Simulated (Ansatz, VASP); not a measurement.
LaHfO in VASP and in Ansatz

File INCAR:

```
SYSTEM = LaHfO
PREC = Accurate ; ENCUT = 520
EDIFF = 1E-6 ; ISMEAR = 0
SIGMA = 0.1 ; LREAL = .FALSE.
LASPH = .TRUE. ; NELM = 60
ALGO = Normal ; ISIF = 2
LWAVE = .FALSE. ; LCHARG = .FALSE.
GGA = PE ; NBANDS = 20
```

KPOINTS

```
regular mesh
0
G
  6 6 4
  0 0 0
```

Contents of POSCAR:

```
LaHfO
1.0
    3.9974170900      0.0000000000      0.0000000000
   -1.9987085400      3.4618647500      0.0000000000
    0.0000000000      0.0000000000      3.9260845000
La Hf O
1 1 1
Direct
    0.6666666700      0.3333333300      0.0000000000
    0.0000000000      0.0000000000      0.5000000000
    0.3333333300      0.6666666700      0.0000000000
```

Input for Ansatz:

```yaml
crystal:
  lattice:
    - [3.99741709, 0.0, 0.0]
    - [-1.99870854, 3.46186475, 0.0]
    - [0.0, 0.0, 3.9260845]
  atoms:
    - { symbol: La, position: [0.66666667, 0.33333333, 0.0] }
    - { symbol: Hf, position: [0.0, 0.0, 0.5] }
    - { symbol: O, position: [0.33333333, 0.66666667, 0.0] }
basis:
  ecutwfc: 420
kpoints:
  mp_grid: { grid: [6, 6, 4] }
hamiltonian:
  xc: pbe
scf:
  occupations: { method: gaussian, width: 0.1 }
  lower_state_search: "off"
output:
  forces: true
  stress: true
  eigenvalues: true
```

Change from the starting cell: species swapped into the GdNiAs type (P-6m2, No. 187).

Alike in both runs: task single point; functional PBE; k mesh 6 × 6 × 4; occupations gaussian, width 0.1 eV; no spin polarisation.

```csv
,VASP,Ansatz
version,VASP 6.6.1,Ansatz 0.2.0
potentials or method,"VASP PAW PBE potentials, release 64 (La, Hf_pv, O), cutoff 520 eV","scalar-relativistic, plane waves, PAW"
valence electrons in the cell,27,43
```

```tsv
	VASP	Ansatz	Ansatz less VASP
gap on the k mesh at the Fermi level (eV)	none	none	-
pressure (GPa)	18.3	18.7	+0.43
traceless stress, the component that is largest in VASP (GPa)	1.11	1.10	-0.016
```

A gap of «none» marks a metal or a gap that the smearing closes. VASP's potentials hold 27 valence electrons a cell and Ansatz's 43, so a difference there can come from the potentials and not from the codes.

The k mesh is coarse, so the values compare programs but aren't converged. Neither program's run includes spin-orbit coupling.
